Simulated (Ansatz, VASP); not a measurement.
## Na2TeO2 in VASP and in Ansatz

```
CELL_PARAMETERS angstrom
3.84670 0.00000 0.00000
-1.92335 3.33134 0.00000
0.00000 0.00000 6.74636
ATOMIC_POSITIONS crystal
O 0.33333 0.66667 0.85320
O 0.66667 0.33333 0.14680
Te 0.00000 0.00000 0.00000
Na 0.33333 0.66667 0.30602
Na 0.66667 0.33333 0.69398
```

Alike in both runs: functional PBEsol; k mesh 8 × 8 × 4; no spin polarisation.

Ansatz relaxed the structure, and its values are those at the end. VASP's run is a single point on that final structure, the one shown.

```csv
,VASP,Ansatz
version,VASP 6.6.1,Ansatz 0.2.0
potentials or method,"VASP PAW PBE potentials, release 64 (O, Te, Na_pv), cutoff 520 eV",PAW plane waves
occupations,"fermi-dirac, width 0.1 eV",fermi-dirac
valence electrons in the cell,32,46
```

```csv
,VASP,Ansatz,Ansatz less VASP
pressure (GPa),0.3,0.4,+0.07
rms of the force components (eV/Å),0.008,0.001,-0.0065
```

VASP's potentials were made for PBE, not for PBEsol. VASP's potentials hold 32 valence electrons a cell and Ansatz's 46, so a difference there can come from the potentials and not from the codes. Ansatz's warnings: stress scf threshold loose, structure snapped to symmetry.

Neither program's run includes spin-orbit coupling.
